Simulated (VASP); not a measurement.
Here is a VASP 6.6.1 calculation.

The input INCAR:

```
PREC     = Accurate       # precision mode
ENCUT    = 600            # plane-wave cutoff, eV
EDIFF    = 1E-6           # SCF threshold, eV
ISMEAR   = -1             # smearing method
SIGMA    = 0.05           # smearing width, eV
LREAL    = F              # projectors in reciprocal space
LASPH    = T              # aspherical terms in the spheres
NELM     = 200            # most SCF steps
ALGO     = Normal         # electronic algorithm
ISIF     = 2              # what is computed and relaxed
LWAVE    = F              # write WAVECAR
LCHARG   = F              # write CHGCAR
ISPIN    = 2              # spin polarisation
MAGMOM   = 0.562          # initial moments
LORBIT   = 11             # projections on sites
LMAXMIX  = 4              # l up to which the mixer works
GGA      = PS             # functional
NBANDS   = 15             # bands
GGA_COMPAT= F
```

KPOINTS

```
Automatic mesh
0
Gamma
  18 18 18
```

File POSCAR:

```
Ni
1.0
   -1.3778346498      1.3778346498      1.3778346498
    1.3778346498     -1.3778346498      1.3778346498
    1.3778346498      1.3778346498     -1.3778346498
Ni
1
Direct
    0.0000000000      0.0000000000      0.0000000000
```

Potentials or basis: VASP PAW PBE potentials, release 64 (Ni).

The run is started by

```console
$ cat potpaw_PBE.64/Ni/POTCAR > POTCAR
$ mpirun -np 1 vasp_std > vasp.out
```

Question: Estimate the pressure.

Answer: 0.0 GPa.

Question: What does it give for the net moment?

Answer: 0.54 μB per cell.

Caveat: the PAW data sets were made with another functional, which shifts forces and pressure a little.
